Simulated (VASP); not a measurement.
# NbAs (I4_1md) in VASP: further runs

NbAs is run at these levels: PBEsol; tasks: relaxation of cell and atoms.

Program: VASP 6.6.1. These are calculated values, not measurements. Logs are shortened: lines on timing, memory, paths and dates and some standing lists are left out, and cuts for length are marked.

### Step 1. The cell of the first run

It takes space group I4_1md (No. 109, tetragonal). Conventional cell: a = 3.452 Å, b = 3.452 Å, c = 11.680 Å, α = 90.00°, β = 90.00°, γ = 90.00°. Nb (site symmetry 2mm) has 6 As at 2.60 to 2.63 Å and 8 Nb at 3.39 to 3.45 Å within 3.5 Å. As (site symmetry 2mm) has 6 Nb at 2.60 to 2.63 Å and 8 As at 3.39 to 3.45 Å within 3.5 Å.

### Step 2. Relaxation of cell and atoms, PBEsol

Input file INCAR:

```
PREC = Accurate
ENCUT = 600
EDIFF = 1E-6
ISMEAR = 1
SIGMA = 0.1
LREAL = F
LASPH = T
NELM = 80
ALGO = Normal
ISIF = 3
LWAVE = F
LCHARG = F
GGA = PS
IBRION = 2
NSW = 90
EDIFFG = -0.01
KPAR = 4
```

Input file KPOINTS:

```
regular mesh
0
Gamma
  16 16 16
```

Input file POSCAR:

```
NbAs
1.0
   -1.7258500000      1.7258500000      5.8400000000
    1.7258500000     -1.7258500000      5.8400000000
    1.7258500000      1.7258500000     -5.8400000000
Nb As
2 2
Direct
    0.0000000000      0.0000000000      0.0000000000
    0.7500000000      0.2500000000      0.5000000000
    0.4160000000      0.4160000000      0.0000000000
    0.1660000000      0.6660000000      0.5000000000
```

Potentials or basis: VASP PAW PBE potentials, release 64 (Nb_sv, As).

Launch:

```sh
$ cat potpaw_PBE.64/Nb_sv/POTCAR potpaw_PBE.64/As/POTCAR > POTCAR
$ mpirun -np 4 vasp_std > vasp.out
```

OUTCAR:

```text
PREC = Accurate
   ENCUT = 600
   EDIFF = 1E-6
   ISMEAR = 1
   LREAL = F
   LASPH = T
   NELM = 80
   ISIF = 3
   GGA = PS
   IBRION = 2
   NSW = 90
   EDIFFG = -0.01

 ion  position               nearest neighbor table
   1  0.000  0.000  0.000-   4 2.60   4 2.60   3 2.63   3 2.63   3 2.63   3 2.63
   2  0.750  0.250  0.500-   3 2.60   3 2.60   4 2.63   4 2.63   4 2.63   4 2.63
   3  0.416  0.416  0.000-   2 2.60   2 2.60   1 2.63   1 2.63   1 2.63   1 2.63
   4  0.166  0.666  0.500-   1 2.60   1 2.60   2 2.63   2 2.63   2 2.63   2 2.63

  LATTYP: Found a body centered tetragonal cell.
 ALAT       =     3.4517000000
 C/A-ratio  =     3.3838398470

  Lattice vectors:

 A1 = (  -1.7258500000,   1.7258500000,   5.8400000000)
 A2 = (   1.7258500000,  -1.7258500000,   5.8400000000)
 A3 = (   1.7258500000,   1.7258500000,  -5.8400000000)

Analysis of symmetry for initial positions (statically):
=====================================================================
 Subroutine PRICEL returns:
 Original cell was already a primitive cell.

 Routine SETGRP: Setting up the symmetry group for a
 body centered tetragonal supercell.

 Subroutine GETGRP returns: Found  8 space group operations
 (whereof  4 operations were pure point group operations)
 out of a pool of 16 trial point group operations.

The static configuration has the point symmetry C_2v.
 The point group associated with its full space group is C_4v.

Analysis of symmetry for dynamics (positions and initial velocities):
=====================================================================
 Subroutine PRICEL returns:
 Original cell was already a primitive cell.

 Routine SETGRP: Setting up the symmetry group for a
 body centered tetragonal supercell.

 Subroutine GETGRP returns: Found  8 space group operations
 (whereof  4 operations were pure point group operations)
 out of a pool of 16 trial point group operations.

The dynamic configuration has the point symmetry C_2v.
 The point group associated with its full space group is C_4v.

 Subroutine INISYM returns: Found  8 space group operations
 (whereof  4 operations are pure point group operations),
 and found     1 'primitive' translations

----------------------------------------------------------------------------------------

                                     Primitive cell

  volume of cell :      69.5791

  direct lattice vectors                    reciprocal lattice vectors
    -1.725850000  1.725850000  5.840000000     0.000000000  0.289712316  0.085616438
     1.725850000 -1.725850000  5.840000000     0.289712316  0.000000000  0.085616438
     1.725850000  1.725850000 -5.840000000     0.289712316  0.289712316  0.000000000

  length of vectors
     6.329511549  6.329511549  6.329511549     0.302098329  0.302098329  0.409715086

  position of ions in fractional coordinates (direct lattice)
     0.000000000  0.000000000  0.000000000
     0.750000000  0.250000000  0.500000000
     0.416000000  0.416000000  0.000000000
     0.166000000  0.666000000  0.500000000

  ion indices of the primitive-cell ions
   primitive index   ion index
                 1           1
                 2           2
                 3           3
                 4           4

----------------------------------------------------------------------------------------

 KPOINTS: regular mesh

Automatic generation of k-mesh.
 Grid dimensions read from file:
 generate k-points for:   16   16   16

 Generating k-lattice:

  Cartesian coordinates                     Fractional coordinates (reciprocal lattice)
     0.000000000  0.018107020  0.005351027     0.062500000 -0.000000000  0.000000000
     0.018107020  0.000000000  0.005351027    -0.000000000  0.062500000  0.000000000
     0.018107020  0.018107020  0.000000000     0.000000000  0.000000000  0.062500000

  Length of vectors
     0.018881146  0.018881146  0.025607193

  Shift w.r.t. Gamma in fractional coordinates (k-lattice)
     0.000000000  0.000000000  0.000000000

 Subroutine IBZKPT returns following result:
 ===========================================

 Found    349 irreducible k-points:

 Following reciprocal coordinates:
            Coordinates               Weight
  0.000000  0.000000  0.000000      1.000000
  0.062500 -0.000000  0.000000      8.000000
  0.125000 -0.000000  0.000000      8.000000
  0.187500 -0.000000  0.000000      8.000000
  0.250000 -0.000000  0.000000      8.000000
  0.312500  0.000000  0.000000      8.000000
[... 16 lines left out ...]
 -0.125000  0.062500 -0.000000     16.000000
 -0.062500  0.062500  0.000000      4.000000
 [... further k-points ...]
   k-points           NKPTS =    349   k-points in BZ     NKDIM =    349   number of bands    NBANDS=     22
   number of dos      NEDOS =    301   number of ions     NIONS =      4
   total plane-waves  NPLWV = 157464
   dimension x,y,z NGX =    54 NGY =   54 NGZ =   54
   dimension x,y,z NGXF=   108 NGYF=  108 NGZF=  108
   ions per type =               2   2
   NGX,Y,Z   is equivalent  to a cutoff of  14.18, 14.18, 14.18 a.u.
   NGXF,Y,Z  is equivalent  to a cutoff of  28.37, 28.37, 28.37 a.u.
 SYSTEM =  unknown system
   PREC   = accura    normal or accurate (medium, high low for compatibility)
   ISTART =      0    job   : 0-new  1-cont  2-samecut
   ICHARG =      2    charge: 1-file 2-atom 10-const
   ISPIN  =      1    spin polarized calculation?
   LNONCOLLINEAR =      F non collinear calculations
   LSORBIT =      F    spin-orbit coupling
   LASPH  =      T    aspherical Exc in radial PAW
   ENCUT  =  600.0 eV  44.10 Ry    6.64 a.u.  12.64 12.64 12.64*2*pi/ulx,y,z
   NELM   =     80;   NELMIN=  2; NELMDL= -5     # of ELM steps
   EDIFF  = 0.1E-05   stopping-criterion for ELM
   LREAL  =      F    real-space projection
   EDIFFG = -.1E-01   stopping-criterion for IOM
   NSW    =     90    number of steps for IOM
   IBRION =      2    ionic relax: 0-MD 1-quasi-New 2-CG
   NFREE  =      1    steps in history (QN), initial steepest desc. (CG)
   ISIF   =      3    stress and relaxation
   ISYM   =      2    0-nonsym 1-usesym 2-fastsym
   POTIM  = 0.5000    time-step for ionic-motion
   TEBEG  =    0.0;   TEEND  =   0.0 temperature during run
   PSTRESS=    0.0 pullay stress
   NELECT =      36.0000    total number of electrons
   NUPDOWN=      -1.0000    fix difference up-down
   EMIN   =  10.00;   EMAX   =-10.00  energy-range for DOS
   EFERMI =   0.00;   METHOD = LEGACY
   ISMEAR =     1;   SIGMA  =   0.10  broadening in eV -4-tet -1-fermi 0-gaus
   EFERMI_NEDOS =   21; number of points for ismear=-14 and -15
   IALGO  =     38    algorithm
   IMIX   =      4    mixing-type and parameters
     AMIX     =   0.40;   BMIX     =  1.00
     AMIX_MAG =   1.60;   BMIX_MAG =  1.00
  volume/ion in A,a.u.               =      17.39       117.39
  Fermi-wavevector in a.u.,A,eV,Ry     =   1.314264  2.483599 23.501213  1.727290
  Thomas-Fermi vector in A             =   2.444529
   LORBIT       =      0    0 simple, 1 ext, 2 COOP (PROOUT), +10 PAW based schemes
   GGA     = PS    functional components
   LHFCALC =     F    Hartree Fock is set to
   AEXX    =    0.0000 exact exchange contribution
   IVDW    =     0    specifies the selected vdW correction
   LEPSILON=     F    determine dielectric tensor
   LRPA    =     F    only Hartree local field effects (RPA)
 conjugate gradient relaxation of ions
 non-spin polarized calculation
 Methfessel and Paxton  Order N= 1 SIGMA  =   0.10
  energy-cutoff  :      600.00
  volume of cell :       69.58
 maximum number of plane-waves:      2344
 NGX is ok and might be reduce to    54
   NGX = 25   NGY = 25   NGZ = 25

--------------------------------------- Ionic step        1  -------------------------------------------

 number of electron      36.0000000 magnetization

 Free energy of the ion-electron system (eV)
  ---------------------------------------------------
  ext. energy  EPLUGINS =         0.00000000
  ---------------------------------------------------
  free energy    TOTEN  =       -35.11103763 eV

  energy without entropy =      -35.11085976  energy(sigma->0) =      -35.11097834

------------------------ aborting loop because EDIFF is reached ----------------------------------------

  FORCE on cell =-STRESS in cart. coord.  units (eV):
  Direction    XX          YY          ZZ          XY          YZ          ZX
  --------------------------------------------------------------------------------------
  -------------------------------------------------------------------------------------
  Total       -1.0961491     -1.0961491     -0.6805750      0.0000000      0.0000000      0.0000000
  in kB      -25.2406933    -25.2406933    -15.6713950      0.0000000      0.0000000      0.0000000
  external PRESSURE =     -22.0509272 kB  Pullay stress =       0.0000000 kB

 VOLUME and BASIS-vectors are now :
 -----------------------------------------------------------------------------
  energy-cutoff  :      600.00
  volume of cell :       69.58
      direct lattice vectors                 reciprocal lattice vectors
    -1.725850000  1.725850000  5.840000000     0.000000000  0.289712316  0.085616438
     1.725850000 -1.725850000  5.840000000     0.289712316  0.000000000  0.085616438
     1.725850000  1.725850000 -5.840000000     0.289712316  0.289712316  0.000000000
[... 267 lines left out ...]
 POSITION                                       TOTAL-FORCE (eV/Angst)
 -----------------------------------------------------------------------------------
      0.00000      0.00000     11.57635        -0.000000      0.000000     -0.001847
      0.00000      1.72128      2.88293         0.000000     -0.000000     -0.001847
      0.00000      0.00000      4.83682         0.000000      0.000000      0.001847
      1.72128      0.00000      1.93902         0.000000      0.000000      0.001847
 -----------------------------------------------------------------------------------
    total drift:                               -0.000000     -0.000000     -0.000555

  FREE ENERGIE OF THE ION-ELECTRON SYSTEM (eV)
  ---------------------------------------------------
  free  energy   TOTEN  =       -35.1255651906 eV

  energy  without entropy=      -35.1254798204  energy(sigma->0) =      -35.12553673

--------------------------------------- Ionic step        9  -------------------------------------------

 number of electron      36.0000000 magnetization

 Free energy of the ion-electron system (eV)
  ---------------------------------------------------
  ext. energy  EPLUGINS =         0.00000000
  ---------------------------------------------------
  free energy    TOTEN  =       -35.12559549 eV

  energy without entropy =      -35.12550815  energy(sigma->0) =      -35.12556638

 E-fermi :   9.6857     XC(G=0): -12.0309

 val. band max:        9.6766440755   @ k =  -0.0625   0.5000   0.0625
 cond. band min:       9.6875807480   @ k =  -0.0625  -0.4375   0.0625
 fundamental gap:      0.0109366725
 Fermi energy:         9.6856630767

 k-point     1 :       0.0000    0.0000    0.0000
  band No.  band energies     occupation
      1     -45.3055      2.00000
      2     -45.2741      2.00000
      3     -21.5652      2.00000
      4     -21.4488      2.00000
      5     -21.4488      2.00000
      6     -21.2919      2.00000
[... 14 lines left out ...]
     21      12.1958      0.00000
     22      12.7163      0.00000
[... 552 lines left out ...]
  band No.  band energies     occupation
      1     -45.3043      2.00000
      2     -45.2734      2.00000
      3     -21.5610      2.00000
      4     -21.4574      2.00000
      5     -21.4548      2.00000
      6     -21.3005      2.00000
[... 14 lines left out ...]
     21      12.1488      0.00000
     22      12.5505      0.00000

 [... further k-points ...]

------------------------ aborting loop because EDIFF is reached ----------------------------------------

  FORCE on cell =-STRESS in cart. coord.  units (eV):
  Direction    XX          YY          ZZ          XY          YZ          ZX
  --------------------------------------------------------------------------------------
  -------------------------------------------------------------------------------------
  Total       -0.0017919     -0.0017919      0.0003871      0.0000000      0.0000000      0.0000000
  in kB       -0.0418327     -0.0418327      0.0090358      0.0000000      0.0000000      0.0000000
  external PRESSURE =      -0.0248766 kB  Pullay stress =       0.0000000 kB

 VOLUME and BASIS-vectors are now :
 -----------------------------------------------------------------------------
  energy-cutoff  :      600.00
  volume of cell :       68.63
      direct lattice vectors                 reciprocal lattice vectors
    -1.720598295  1.720598295  5.795615884     0.000000000  0.290596592  0.086272108
     1.720598295 -1.720598295  5.795615884     0.290596592  0.000000000  0.086272108
     1.720598295  1.720598295 -5.795615884     0.290596592  0.290596592  0.000000000

 POSITION                                       TOTAL-FORCE (eV/Angst)
 -----------------------------------------------------------------------------------
      0.00000      0.00000     11.57623        -0.000000      0.000000      0.003114
      0.00000      1.72060      2.88281         0.000000     -0.000000      0.003114
      0.00000      0.00000      4.83695         0.000000     -0.000000     -0.003114
      1.72060     -0.00000      1.93914        -0.000000      0.000000     -0.003114
 -----------------------------------------------------------------------------------
    total drift:                               -0.000000     -0.000000     -0.000217

  FREE ENERGIE OF THE ION-ELECTRON SYSTEM (eV)
  ---------------------------------------------------
  free  energy   TOTEN  =       -35.1255954935 eV

  energy  without entropy=      -35.1255081478  energy(sigma->0) =      -35.12556638

 reached required accuracy - stopping structural energy minimisation
```

It took 1.9 h on 4 MPI ranks of AMD EPYC 7R43 (Zen 3), shared host; peak memory 0.89 GiB.

What came out:

```
Free energy                           : -35.1256 eV
Relaxed volume                        : 17.16 Å³/atom
Relaxed cell                          : a = 6.286 Å, b = 6.286 Å, c = 6.286 Å, α = 148.23°, β = 148.23°, γ = 45.55°
Space group after relaxing (to 0.1 Å) : I4_1md (No. 109)
Energy gained by relaxing             : 3.6 meV/atom
Ionic steps                           : 9
Pressure after relaxing               : 0.0 GPa
Largest force after relaxing          : 0.003 eV/Å
Band gap on the k mesh                : 0.01 eV
```

Forces in eV/Å, atoms in the order of the input:
```
Nb   0.000  0.000  0.003
Nb   0.000  0.000  0.003
As   0.000  0.000 -0.003
As   0.000  0.000 -0.003
```

The path:
```csv
step,energy change (eV),largest force (eV/Å),pressure (GPa),volume (Å³)
1,0.0000,0.2886,-2.21,69.58
2,0.0067,0.0392,4.20,67.20
3,-0.0114,0.1499,0.51,68.51
4,-0.0139,0.0219,-0.16,68.74
5,-0.0139,0.0035,-0.14,68.71
6,-0.0145,0.0058,0.04,68.63
7,-0.0145,0.0068,0.10,68.59
8,-0.0145,0.0018,-0.13,68.68
9,-0.0146,0.0031,0.00,68.63
```

Final structure:
```cif
data_structure
_symmetry_space_group_name_H-M 'P 1'
_symmetry_Int_Tables_number 1
_cell_length_a 6.2857
_cell_length_b 6.2857
_cell_length_c 6.2857
_cell_angle_alpha 148.227
_cell_angle_beta 148.227
_cell_angle_gamma 45.550
_cell_volume 68.63
loop_
_atom_site_label
_atom_site_type_symbol
_atom_site_fract_x
_atom_site_fract_y
_atom_site_fract_z
_atom_site_occupancy
Nb1 Nb 0.99871 0.99871 0.00000 1
Nb2 Nb 0.74871 0.24871 0.50000 1
As1 As 0.41729 0.41729 0.00000 1
As2 As 0.16729 0.66729 0.50000 1
```

Levels at points of the mesh, in eV from the valence-band top:
```
           k point  band 15  band 16  band 17  band 18  band 19  band 20  band 21  band 22
(0.00, 0.00, 0.00)    -2.10    -1.70    -1.38    -1.38     0.70     1.30     2.52     3.04
(0.50, 0.00, 0.00)    -2.29    -1.80    -1.41    -0.04     0.05     1.23     2.17     2.35
(0.50, 0.50, 0.00)    -2.80    -2.80    -0.62    -0.62     2.47     2.47     2.75     2.75
(0.50, 0.50, 0.50)    -2.57    -2.57    -0.53    -0.53     0.98     0.98     2.01     2.01
```

Caveat: the PAW data sets were made with another functional, which shifts forces and pressure a little. A k mesh can miss the band edges.

(Part 1 of 2 ends here.)
